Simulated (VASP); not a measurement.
Write the native input for VASP 6.6.1 that does the following.

* Task: single point
* Functional: PBE
* Potentials or basis: VASP PAW PBE potentials, release 64 (Zn)
* Cutoff: 520 eV
* k mesh: 17 × 17 × 17
* Occupations: fermi-dirac, width 0.05 eV
* Spin: no spin polarisation
* Dipole correction: no
* Further INCAR settings: ALGO = Normal; EDIFF = 1e-07; NBANDS = 12

The structure of Zn lies in POSCAR:

```
Zn
1.0
    0.0000000000      1.9648782227      1.9648782227
    1.9648782227      0.0000000000      1.9648782227
    1.9648782227      1.9648782227      0.0000000000
Zn
1
Direct
    0.0000000000      0.0000000000      0.0000000000
```

One way to write it, as run:

INCAR

```
SYSTEM = Zn
PREC = Accurate
ENCUT = 520
EDIFF = 1E-7
ISMEAR = -1
SIGMA = 0.05
LREAL = .False.
LASPH = .True.
NELM = 100
ALGO = Normal
ISIF = 2
LWAVE = .False.
LCHARG = .False.
GGA = PE
NBANDS = 12
```

KPOINTS

```
regular mesh
0
Gamma
  17 17 17
  0 0 0
```

Potentials or basis: VASP PAW PBE potentials, release 64 (Zn).

Command:

```sh
$ cat potpaw_PBE.64/Zn/POTCAR > POTCAR
$ mpirun -np 1 vasp_std > vasp.out
```

Results of the run:

* Pressure: 0.3 GPa
* Band gap on the k mesh: zero (band 6 reaches 4.43 eV, above the bottom of band 7 at 1.82 eV)

Run time: 14 s on 1 thread of Intel Xeon 6975P-C, on a shared host, peak memory 0.16 GiB.
